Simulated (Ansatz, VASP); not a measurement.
HgOs: VASP beside Ansatz

```xyz
2
Lattice="3.2472 0.0000 0.0000 0.0000 3.2472 0.0000 0.0000 0.0000 3.2472" Properties=species:S:1:pos:R:3 pbc="T T T"
Hg    0.0000    0.0000    0.0000
Os    1.6236    1.6236    1.6236
```

Alike in both runs: functional PBE; k mesh 18 × 18 × 18; occupations gaussian, width 0.1 eV; no spin polarisation.

Ansatz relaxed the structure, and its values are those at the end. VASP's run is a single point on that final structure, the one shown.

|  | VASP | Ansatz |
| --- | --- | --- |
| version | VASP 6.6.1 | Ansatz 0.2.0 |
| potentials or method | VASP PAW PBE potentials, release 64 (Hg_sv_GW, Os_sv_GW), cutoff 500 eV | scalar-relativistic, plane waves, PAW |
| valence electrons in the cell | 36 | 36 |

VASP gave:

| Quantity | Value |
| --- | --- |
| gap on the k mesh at the Fermi level (eV) | none |
| pressure (GPa) | -2.0 |

Problem. Estimate Ansatz's values.

Solution. gap on the k mesh at the Fermi level (eV): none; pressure (GPa): 0.0.

A gap of «none» marks a metal or a gap that the smearing closes.

Neither program's run includes spin-orbit coupling.
